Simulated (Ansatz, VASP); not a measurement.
BeSiSb2: VASP beside Ansatz

The input INCAR:

```
SYSTEM = BeSiSb2
PREC = Accurate
ENCUT = 520
EDIFF = 1E-6
ISMEAR = -1
SIGMA = 0.02
LREAL = .False.
LASPH = .True.
NELM = 100
ALGO = Normal
ISIF = 2
LWAVE = .False.
LCHARG = .False.
GGA = PE
NBANDS = 16
```

The input KPOINTS:

```
Automatic mesh
0
Gamma
  6 6 4
  0 0 0
```

The input POSCAR:

```
BeSiSb2
1.0
    4.3361868088      0.0000000000      0.0000000000
    0.0000000000      4.3361868088      0.0000000000
    0.0000000000      0.0000000000      5.5360859465
Be Sb Si
1 2 1
Direct
    0.0000000000      0.0000000000      0.0000000000
    0.0000000000      0.5000000000      0.2234587141
    0.5000000000      0.0000000000      0.7765412859
    0.5000000000      0.5000000000      0.5000000000
```

Input for Ansatz:

```yaml
crystal:
  lattice:
    - [4.3361868088, 0.0, 0.0]
    - [0.0, 4.3361868088, 0.0]
    - [0.0, 0.0, 5.5360859465]
  atoms:
    - { symbol: Be, position: [0.0, 0.0, 0.0] }
    - { symbol: Sb, position: [0.0, 0.5, 0.2234587141] }
    - { symbol: Si, position: [0.5, 0.5, 0.5] }
    - { symbol: Sb, position: [0.5, 0.0, 0.7765412859] }
kpoints:
  mp_grid: { grid: [6, 6, 4] }
  band_path:
    path:
      - [0.0, 0.0, 0.0]
      - [0.0, 0.5, 0.0]
      - [0.5, 0.5, 0.0]
      - [0.0, 0.0, 0.5]
      - [0.0, 0.5, 0.5]
      - [0.5, 0.5, 0.5]
    npoints: 1
hamiltonian:
  xc: pbe
scf:
  occupations: { method: fermi_dirac, width: 0.02 }
  n_extra_bands: 5
output:
  forces: true
  stress: true
  eigenvalues: true
```

Change from the starting cell: epitaxial_xy strain +5.2%.

Alike in both runs: task single point; functional PBE; k mesh 6 × 6 × 4; occupations fermi-dirac, width 0.02 eV; no spin polarisation.

|  | VASP | Ansatz |
| --- | --- | --- |
| version | VASP 6.6.1 | Ansatz 0.2.0 |
| potentials or method | VASP PAW PBE potentials, release 64 (Be, Sb, Si) | plane waves, PAW |
| plane-wave cutoff (eV) | 520 | 420 |
| valence electrons in the cell | 16 | 36 |

VASP gave:

| Quantity | Value |
| --- | --- |
| pressure (GPa) | -2.0 |
| rms of the force components (eV/Å) | 0.061 |

Problem. Estimate Ansatz's values.

Solution. Pressure (GPa): -2.2; rms of the force components (eV/Å): 0.054.

The functional is the same, so the differences come from potentials, cutoffs and numerics. VASP's potentials hold 16 valence electrons a cell and Ansatz's 36, so a difference there can come from the potentials and not from the codes.

Spin-orbit coupling is off throughout.
